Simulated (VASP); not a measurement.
Wanted: the native input for a VASP 6.6.1 run.

| Quantity | Value |
| --- | --- |
| Task | single point |
| Functional | r2SCAN |
| Potentials or basis | VASP PAW PBE potentials, release 64 (Zn, S) |
| Cutoff | 520 eV |
| k mesh | 6 × 6 × 2 |
| Occupations | gaussian, width 0.05 eV |
| Spin | no spin polarisation |
| Dipole correction | no |
| Further INCAR settings | ALGO = Normal; EDIFF = 1e-06; NBANDS = 46 |

Crystal: ZnS.

```
Zn S
1.0
     3.80874    0.00000    0.00000
    -1.90437    3.29846    0.00000
     0.00000    0.00000   12.46647
Zn S
4 4
Direct
  0.00000 0.00000 0.98006
  0.00000 0.00000 0.48006
  0.33333 0.66667 0.23002
  0.66667 0.33333 0.73002
  0.00000 0.00000 0.18724
  0.00000 0.00000 0.68724
  0.33333 0.66667 0.43758
  0.66667 0.33333 0.93758
```

This cell differs from its parent crystal: all Zn atoms moved -0.250 Å, as atom 1 along Cartesian [0 0 1].

The input as run:

POSCAR

```
ZnS
1.0
    3.8087369152      0.0000000000      0.0000000000
   -1.9043684576      3.2984629249      0.0000000000
    0.0000000000      0.0000000000     12.4664651431
Zn S
4 4
Direct
    0.0000000000      0.0000000000     -0.0199394077
    0.0000000000      0.0000000000      0.4800605923
    0.3333333333      0.6666666667      0.2300168173
    0.6666666667      0.3333333333      0.7300168173
    0.0000000000      0.0000000000      0.1872361436
    0.0000000000      0.0000000000      0.6872361436
    0.3333333333      0.6666666667      0.4375788466
    0.6666666667      0.3333333333      0.9375788466
```

INCAR.step1

```
SYSTEM = ZnS
  PREC = Accurate
  ENCUT = 520
  ISMEAR = 0
  SIGMA = 0.05
  LREAL = .FALSE.
  LASPH = .TRUE.
  NELM = 80
  NBANDS = 46
  GGA = PE
  ALGO = Normal
  EDIFF = 1E-4
  LWAVE = .TRUE.
  LCHARG = .FALSE.
```

INCAR.step2

```
SYSTEM = ZnS
  PREC = Accurate
  ENCUT = 520
  EDIFF = 1E-6
  ISMEAR = 0
  SIGMA = 0.05
  LREAL = .FALSE.
  LASPH = .TRUE.
  NELM = 80
  ALGO = Normal
  ISIF = 2
  LWAVE = .FALSE.
  LCHARG = .TRUE.
  METAGGA = R2SCAN
  LMIXTAU = .TRUE.
  LELF = .TRUE.
  LVHAR = .TRUE.
  NBANDS = 46
  ISTART = 1
```

KPOINTS

```
regular mesh
0
G
  6 6 2
  0 0 0
```

Potentials or basis: VASP PAW PBE potentials, release 64 (Zn, S).

Run with:

```sh
$ cat potpaw_PBE.64/Zn/POTCAR potpaw_PBE.64/S/POTCAR > POTCAR
$ cp INCAR.step1 INCAR
$ mpirun -np 1 vasp_std > vasp.out
$ cp INCAR.step2 INCAR
$ mpirun -np 1 vasp_std > vasp.out
```

Results of the run:

```
Pressure               : 1.6 GPa
Largest force          : 0.806 eV/Å
Band gap on the k mesh : 2.77 eV
```

Caveat: the cell differs from its parent crystal (all Zn atoms moved -0.250 Å, as atom 1 along Cartesian [0 0 1]); the stress differs along the axes, from -2 to 4 GPa; the PAW data sets were made with another functional, which shifts forces and pressure a little.

Wall time 3.5 min on 1 thread of Intel(R) Xeon(R) 6975P-C (Granite Rapids), with other jobs on the host, peak memory 0.32 GiB.
